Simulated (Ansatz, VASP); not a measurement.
## Mo: VASP beside Ansatz

The input INCAR:

```
SYSTEM = Mo
PREC = Accurate ; ENCUT = 520
EDIFF = 1E-6 ; ISMEAR = 0
SIGMA = 0.15 ; LREAL = .FALSE.
LASPH = .TRUE. ; NELM = 80
ALGO = Normal ; ISIF = 2
LWAVE = .FALSE. ; LCHARG = .FALSE.
NBANDS = 13
```

The input KPOINTS:

```
regular mesh
0
G
  18 18 18
  0 0 0
```

POSCAR

```
Mo
1.0
    2.9406736770      0.0000000000      0.0000000000
   -1.4703368385      2.5466981085      0.0000000000
    0.0000000000      0.0000000000      2.5551807000
Mo
1
Direct
    0.0000000000      0.0000000000      0.5000000000
```

Input for Ansatz:

```yaml
crystal:
  lattice:
    - [2.940673677, 0.0, 0.0]
    - [-1.4703368385, 2.5466981085, 0.0]
    - [0.0, 0.0, 2.5551807]
  atoms:
    - { symbol: Mo, position: [0.0, 0.0, 0.5] }
basis:
  ecutwfc: 420
kpoints:
  mp_grid: { grid: [18, 18, 18] }
hamiltonian:
  xc: lda
scf:
  occupations: { method: gaussian, width: 0.15 }
output:
  forces: true
  stress: true
  eigenvalues: true
```

Change from the starting cell: strain +0.0750 x Voigt [1, 1, 0, 0, 0, 0], atoms carried along.

Alike in both runs: task single point; functional LDA; k mesh 18 × 18 × 18; occupations gaussian, width 0.15 eV; no spin polarisation.

|  | VASP | Ansatz |
| --- | --- | --- |
| version | VASP 6.6.1 | Ansatz 0.2.0 |
| potentials or method | VASP PAW LDA potentials, release 64 (Mo_sv), cutoff 520 eV | scalar-relativistic, plane waves, PAW |
| valence electrons in the cell | 14 | 14 |

VASP gave:

| Property | Result |
| --- | --- |
| gap on the k mesh at the Fermi level (eV) | none |
| pressure (GPa) | -28.3 |
| traceless stress, the component that is largest in VASP (GPa) | 2.16 |

Question: Estimate Ansatz's values.

Answer: gap on the k mesh at the Fermi level (eV): none; pressure (GPa): -28.9; traceless stress, the component that is largest in VASP (GPa): 1.99.

LDA's correlation is that of Perdew and Zunger in VASP and of Perdew and Wang (1992) in Ansatz. A gap of «none» marks a metal or a gap that the smearing closes. Both programs put the cell under strong tension, so it lies far from rest at this level.
